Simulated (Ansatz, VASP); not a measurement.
## Two plane-wave programs on Cu

```
Cu
1.0
     2.56645    0.00000    0.00000
     0.00000    3.62951    0.00000
     0.00000    0.00000   18.56650
Cu
3
Direct
  0.00000 0.00000 0.43442
  0.50000 0.50000 0.50000
  0.00000 0.00000 0.56558
```

Alike in both runs: task single point; functional PBE; k mesh 16 × 11 × 1; occupations fermi-dirac, width 0.05 eV; no spin polarisation.

|  | VASP | Ansatz |
| --- | --- | --- |
| version | VASP 6.6.1 | Ansatz 0.2.0 |
| potentials or method | VASP PAW PBE potentials, release 64 (Cu) | PAW with Ansatz's default frozen-core files, scalar-relativistic |
| plane-wave cutoff (eV) | 520 | 420 |
| valence electrons in the cell | 33 | 57 |

|  | VASP | Ansatz | Ansatz less VASP |
| --- | --- | --- | --- |
| rms of the force components (eV/Å) | 0.012 | 0.002 | -0.0093 |

Atom by atom the forces differ by 0.014 eV/Å (rms over components). With one functional, cell and mesh, what is left measures potentials, basis and numerics. VASP's potentials hold 33 valence electrons a cell and Ansatz's 57, so a difference there can come from the potentials and not from the codes.
